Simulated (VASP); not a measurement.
# SiO2 (P6_522) in VASP: notebook, part 2 of 2

VASP 6.6.1.

## Step 3: Relaxation of shape and atoms at fixed volume, LDA (19.59 Å³/atom)

This run uses another cell than the first one, of 19.59 Å³/atom.

Input file INCAR:

```
  ALGO = Normal
  EDIFF = 1E-7
  EDIFFG = -0.01
  ENCUT = 600
  IBRION = 2
  ISIF = 4
  ISMEAR = 0
  LASPH = True
  LCHARG = False
  LREAL = Auto
  LWAVE = False
  NELM = 80
  NSW = 50
  PREC = Accurate
  SIGMA = 0.02
```

Input file KPOINTS:

```
k-points
0
Gamma
  6 6 4
```

Input file POSCAR:

```
SiO2
1.0
    7.4883174664      0.0000000000      0.0000000000
   -3.7441587332      6.4850731575      0.0000000000
    0.0000000000      0.0000000000      7.2614953291
Si O
6 12
Direct
    0.5312622030      0.7656311015      0.4166666667
    0.4687377970      0.2343688985      0.9166666667
    0.2343688985      0.4687377970      0.7500000000
    0.7656311015      0.2343688985      0.5833333333
    0.7656311015      0.5312622030      0.2500000000
    0.2343688985      0.7656311015      0.0833333333
    0.6141848532      0.3858151468      0.0833333333
    0.0000000000      0.6765462893      0.1666666667
    0.7716302936      0.3858151468      0.4166666667
    0.6765462893      0.6765462893      0.3333333333
    0.3234537107      0.3234537107      0.8333333333
    0.6141848532      0.2283697064      0.7500000000
    0.2283697064      0.6141848532      0.9166666667
    0.3234537107      0.0000000000      0.0000000000
    0.0000000000      0.3234537107      0.6666666667
    0.3858151468      0.7716302936      0.2500000000
    0.3858151468      0.6141848532      0.5833333333
    0.6765462893      0.0000000000      0.5000000000
```

Potentials or basis: VASP PAW LDA potentials, release 64 (Si, O).

Started as:

```
> cat potpaw_LDA.64/Si/POTCAR potpaw_LDA.64/O/POTCAR > POTCAR
> mpirun -np 1 vasp_std > vasp.out
```

OUTCAR:

```text
EDIFF = 1E-7
   EDIFFG = -0.01
   ENCUT = 600
   IBRION = 2
   ISIF = 4
   ISMEAR = 0
   LASPH = True
   LREAL = Auto
   NELM = 80
   NSW = 50
   PREC = Accurate

 ion  position               nearest neighbor table
   1  0.531  0.766  0.417-  17 1.64  16 1.64  18 1.65  10 1.65
   2  0.469  0.234  0.917-   7 1.64  12 1.64  14 1.65  11 1.65
   3  0.234  0.469  0.750-  13 1.64  17 1.64  15 1.65  11 1.65
   4  0.766  0.234  0.583-   9 1.64  12 1.64  18 1.65  15 1.65
   5  0.766  0.531  0.250-   9 1.64   7 1.64   8 1.65  10 1.65
   6  0.234  0.766  0.083-  13 1.64  16 1.64  14 1.65   8 1.65
   7  0.614  0.386  0.083-   2 1.64   5 1.64
   8  0.000  0.677  0.167-   5 1.65   6 1.65
   9  0.772  0.386  0.417-   4 1.64   5 1.64
  10  0.677  0.677  0.333-   5 1.65   1 1.65
  11  0.323  0.323  0.833-   3 1.65   2 1.65
  12  0.614  0.228  0.750-   2 1.64   4 1.64
  13  0.228  0.614  0.917-   6 1.64   3 1.64
  14  0.323  0.000  0.000-   2 1.65   6 1.65
  15  0.000  0.323  0.667-   3 1.65   4 1.65
  16  0.386  0.772  0.250-   1 1.64   6 1.64
  17  0.386  0.614  0.583-   1 1.64   3 1.64
[... 375 lines left out ...]

 number of electron      95.9999983 magnetization

------------------------ aborting loop because EDIFF is reached ----------------------------------------
[... 99 lines left out ...]
--------------------------------------- Ionic step       11  -------------------------------------------

 number of electron      95.9999984 magnetization

 Free energy of the ion-electron system (eV)
  ---------------------------------------------------
  ext. energy  EPLUGINS =         0.00000000
  ---------------------------------------------------
  free energy    TOTEN  =      -154.48318268 eV

  energy without entropy =     -154.48318268  energy(sigma->0) =     -154.48318268

 E-fermi :  -2.0967     XC(G=0):  -7.2626

 val. band max:       -2.1898443623   @ k =   0.5000   0.0000   0.2500
 cond. band min:       3.0422383271   @ k =   0.0000   0.0000   0.0000
 fundamental gap:      5.2320826894
 Fermi energy:        -2.0967251216

 k-point     1 :       0.0000    0.0000    0.0000
  band No.  band energies     occupation
      1     -20.8082      2.00000
      2     -19.9991      2.00000
      3     -19.9825      2.00000
      4     -19.9825      2.00000
      5     -19.5100      2.00000
      6     -19.5100      2.00000
[... 1315 lines left out ...]
  FREE ENERGIE OF THE ION-ELECTRON SYSTEM (eV)
  ---------------------------------------------------
  free  energy   TOTEN  =      -154.4831826780 eV

  energy  without entropy=     -154.4831826780  energy(sigma->0) =     -154.48318268

 reached required accuracy - stopping structural energy minimisation
```

CONTCAR:

```text
SiO2
   1.00000000000000
     7.4814357910594351   -0.0000000000000000    0.0000000000000000
    -3.7407178955297176    6.4791134518386730    0.0000000000000000
    -0.0000000000000000   -0.0000000000000000    7.2748602064677064
  Si              O
     6    12
Direct
     0.5300368320798990    0.7650184160399496    0.4166666667000030
     0.4699631679201009    0.2349815839600504    0.9166666667000030
     0.2349815839600504    0.4699631679201007    0.7500000000000000
     0.7650184160399495    0.2349815839600504    0.5833333332999970
     0.7650184160399496    0.5300368320798993    0.2500000000000000
     0.2349815839600505    0.7650184160399496    0.0833333332999970
[... 10 lines left out ...]
     0.3851003571970595    0.6148996428029404    0.5833333332999970
     0.6730125340068741    0.0000000000000000    0.5000000000000000

  0.00000000E+00  0.00000000E+00  0.00000000E+00
  0.00000000E+00  0.00000000E+00  0.00000000E+00
  0.00000000E+00  0.00000000E+00  0.00000000E+00
  0.00000000E+00  0.00000000E+00  0.00000000E+00
  0.00000000E+00  0.00000000E+00  0.00000000E+00
  0.00000000E+00  0.00000000E+00  0.00000000E+00
[... 10 lines left out ...]
  0.00000000E+00  0.00000000E+00  0.00000000E+00
  0.00000000E+00  0.00000000E+00  0.00000000E+00
```

Run time: 1.9 h. Hardware: 1 thread of Oxide Virtual Turin-like, shared host; peak memory 0.53 GiB.

What came out:

```yaml
Free_energy: -154.4832 eV
Energy_gained_by_relaxing: 0.7 meV/atom
Ionic_steps: 11
Pressure_after_relaxing: -10.5 GPa
Band_gap_on_the_k_mesh: 5.23 eV (least direct gap 5.42 eV)
```

Forces in eV/Å, atoms in the order of the input:
```
Si   0.000  0.000  0.000
Si   0.000  0.000  0.000
Si   0.000  0.000  0.000
Si   0.000  0.000  0.000
Si   0.000  0.000  0.000
Si   0.000  0.000  0.000
O    0.002 -0.001  0.000
O    0.000  0.001  0.000
O   -0.002 -0.001  0.000
O    0.000  0.001  0.000
O    0.000 -0.001  0.000
O    0.000  0.002  0.000
O    0.002  0.001  0.000
O   -0.001  0.000  0.000
O    0.000 -0.001  0.000
O    0.000 -0.002  0.000
O   -0.002  0.001  0.000
O    0.001  0.000  0.000
```

Step by step:
| step | energy change (eV) | largest force (eV/Å) | pressure (GPa) | volume (Å³) |
| --- | --- | --- | --- | --- |
| 1 | 0.0000 | 0.1462 | -10.77 | 352.63 |
| 2 | -0.0058 | 0.1085 | -10.69 | 352.63 |
| 3 | -0.0109 | 0.0463 | -10.49 | 352.63 |
| 4 | -0.0104 | 0.1700 | -10.47 | 352.63 |
| 5 | -0.0117 | 0.0471 | -10.48 | 352.63 |
| 6 | -0.0127 | 0.0149 | -10.47 | 352.63 |
| 7 | -0.0127 | 0.0138 | -10.47 | 352.63 |
| 8 | -0.0127 | 0.0137 | -10.47 | 352.63 |
| 9 | -0.0128 | 0.0170 | -10.47 | 352.63 |
| 10 | -0.0128 | 0.0115 | -10.47 | 352.63 |
| 11 | -0.0128 | 0.0022 | -10.47 | 352.63 |

Final structure:
```
CELL_PARAMETERS angstrom
7.48144 0.00000 0.00000
-3.74072 6.47911 0.00000
0.00000 0.00000 7.27486
ATOMIC_POSITIONS crystal
Si 0.53004 0.76502 0.41667
Si 0.46996 0.23498 0.91667
Si 0.23498 0.46996 0.75000
Si 0.76502 0.23498 0.58333
Si 0.76502 0.53004 0.25000
Si 0.23498 0.76502 0.08333
O 0.61490 0.38510 0.08333
O 0.00000 0.67301 0.16667
O 0.77020 0.38510 0.41667
O 0.67301 0.67301 0.33333
O 0.32699 0.32699 0.83333
O 0.61490 0.22980 0.75000
O 0.22980 0.61490 0.91667
O 0.32699 0.00000 0.00000
O 0.00000 0.32699 0.66667
O 0.38510 0.77020 0.25000
O 0.38510 0.61490 0.58333
O 0.67301 0.00000 0.50000
```

Levels at points of the mesh, in eV from the valence-band top:
```csv
k point,band 46,band 47,band 48,band 49,band 50,band 51
"(0.00, 0.00, 0.00)",-0.21,-0.19,-0.19,5.23,7.79,8.10
"(0.50, 0.00, 0.00)",-0.12,-0.08,-0.02,6.38,6.69,8.02
"(0.00, 0.00, 0.50)",-0.22,-0.06,-0.06,6.29,6.29,8.17
"(0.50, 0.00, 0.50)",-0.09,-0.03,-0.03,7.03,7.03,7.51
```

A k mesh can miss the band edges.

## Step 4: Single point, LDA (18.88 Å³/atom)

Input file INCAR:

```
ALGO = Normal
EDIFF = 1E-7
ENCUT = 520
ISIF = 2
ISMEAR = 0
LASPH = True
LCHARG = False
LREAL = Auto
LWAVE = False
NBANDS = 63
NELM = 100
PREC = Accurate
SIGMA = 0.02
```

KPOINTS is that of step 3.

Changes to POSCAR since step 3:

```diff
@@ -2,5 +2,5 @@
 1.0
-    7.4883174664      0.0000000000      0.0000000000
-   -3.7441587332      6.4850731575      0.0000000000
-    0.0000000000      0.0000000000      7.2614953291
+    7.3964269899      0.0000000000      0.0000000000
+   -3.6982134950      6.4054936705      0.0000000000
+    0.0000000000      0.0000000000      7.1723882275
 Si O
```

Potentials or basis: VASP PAW LDA potentials, release 64 (Si, O).

Started as:

```
> cat potpaw_LDA.64/Si/POTCAR potpaw_LDA.64/O/POTCAR > POTCAR
> mpirun -np 1 vasp_std > vasp.out
```

OUTCAR:

```text
EDIFF = 1E-7
   ENCUT = 520
   ISIF = 2
   ISMEAR = 0
   LASPH = True
   LREAL = Auto
   NELM = 100
   PREC = Accurate

 ion  position               nearest neighbor table
   1  0.531  0.766  0.417-  17 1.62  16 1.62  18 1.63  10 1.63
   2  0.469  0.234  0.917-   7 1.62  12 1.62  14 1.63  11 1.63
   3  0.234  0.469  0.750-  17 1.62  13 1.62  15 1.63  11 1.63
   4  0.766  0.234  0.583-   9 1.62  12 1.62  18 1.63  15 1.63
   5  0.766  0.531  0.250-   7 1.62   9 1.62   8 1.63  10 1.63
   6  0.234  0.766  0.083-  13 1.62  16 1.62  14 1.63   8 1.63
[... 1565 lines left out ...]
  Total      -13.8988282    -13.8988282    -13.9270627      0.0000000     -0.0000000      0.0000000
  in kB      -65.5315440    -65.5315440    -65.6646665      0.0000000     -0.0000000      0.0000000
  external PRESSURE =     -65.5759182 kB  Pullay stress =       0.0000000 kB

 VOLUME and BASIS-vectors are now :
 -----------------------------------------------------------------------------
  energy-cutoff  :      520.00
  volume of cell :      339.81
      direct lattice vectors                 reciprocal lattice vectors
     7.396426990  0.000000000  0.000000000     0.135200415  0.078057996  0.000000000
    -3.698213495  6.405493671  0.000000000     0.000000000  0.156115992  0.000000000
     0.000000000  0.000000000  7.172388227     0.000000000  0.000000000  0.139423574

 POSITION                                       TOTAL-FORCE (eV/Angst)
 -----------------------------------------------------------------------------------
      1.09797      4.90425      2.98850         0.021107      0.012186      0.000000
      2.60024      1.50125      6.57469        -0.021107     -0.012186      0.000000
     -0.00000      3.00250      5.37929         0.000000     -0.024372     -0.000000
      4.79619      1.50125      4.18389         0.021107     -0.012186      0.000000
      3.69821      3.40300      1.79310        -0.000000      0.024372      0.000000
     -1.09797      4.90425      0.59770        -0.021107      0.012186      0.000000
[... 10 lines left out ...]
      0.58227      3.93416      4.18389         0.003621     -0.002090      0.000000
      5.00403      0.00000      3.58619         0.000814     -0.000000      0.000000
 -----------------------------------------------------------------------------------
    total drift:                               -0.000000      0.000000     -0.000000

  FREE ENERGIE OF THE ION-ELECTRON SYSTEM (eV)
  ---------------------------------------------------
  free  energy   TOTEN  =      -155.1125760211 eV

  energy  without entropy=     -155.1125760211  energy(sigma->0) =     -155.11257602
```

Run time: 20 min. Hardware: 1 thread of Oxide Virtual Turin-like, shared host; peak memory 0.45 GiB.

Results:

| Property | Result |
| --- | --- |
| Free energy | -155.1126 eV |
| Pressure | -6.6 GPa |
| Largest force | 0.024 eV/Å |
| Band gap on the k mesh | 5.45 eV (least direct gap 5.63 eV) |

Forces in eV/Å, atoms in the order of the input:
```
Si   0.021  0.012  0.000
Si  -0.021 -0.012  0.000
Si   0.000 -0.024  0.000
Si   0.021 -0.012  0.000
Si   0.000  0.024  0.000
Si  -0.021  0.012  0.000
O   -0.004  0.002  0.000
O    0.000  0.001  0.000
O    0.004  0.002  0.000
O    0.000  0.001  0.000
O    0.000 -0.001  0.000
O    0.000 -0.004  0.000
O   -0.004 -0.002  0.000
O   -0.001  0.000  0.000
O    0.000 -0.001  0.000
O    0.000  0.004  0.000
O    0.004 -0.002  0.000
O    0.001  0.000  0.000
```

Caveat: the cell stands under tension.

## Step 5: Summary

| task | cell | cutoff (eV) | gap on the mesh (eV) | pressure (GPa) | largest force (eV/Å) |
| --- | --- | --- | --- | --- | --- |
| relaxation of shape and atoms at fixed volume | relaxed from a = 7.404, b = 7.404, c = 7.158 Å, angles 90.0, 90.0, 120.0°, 18 atoms, atomic positions A | 600 | 5.45 | -6.7 | 0.01 |
| relaxation of shape and atoms at fixed volume | relaxed from a = 7.488, b = 7.488, c = 7.261 Å, angles 90.0, 90.0, 120.0°, 18 atoms, atomic positions B | 600 | 5.23 | -10.5 | - |
| single point | a = 7.396, b = 7.396, c = 7.172 Å, angles 90.0, 90.0, 120.0°, 18 atoms, atomic positions B | 520 | 5.45 | -6.6 | 0.02 |

Alike in all rows: level LDA; potentials or basis VASP PAW LDA potentials, release 64 (Si, O); no spin polarisation; k mesh 6 × 6 × 4; smearing gaussian 0.02 eV.

Caveats: the cell stands under tension (at least some runs).

Total energies depend on the potentials used, so only differences within one code and one set of settings carry meaning.
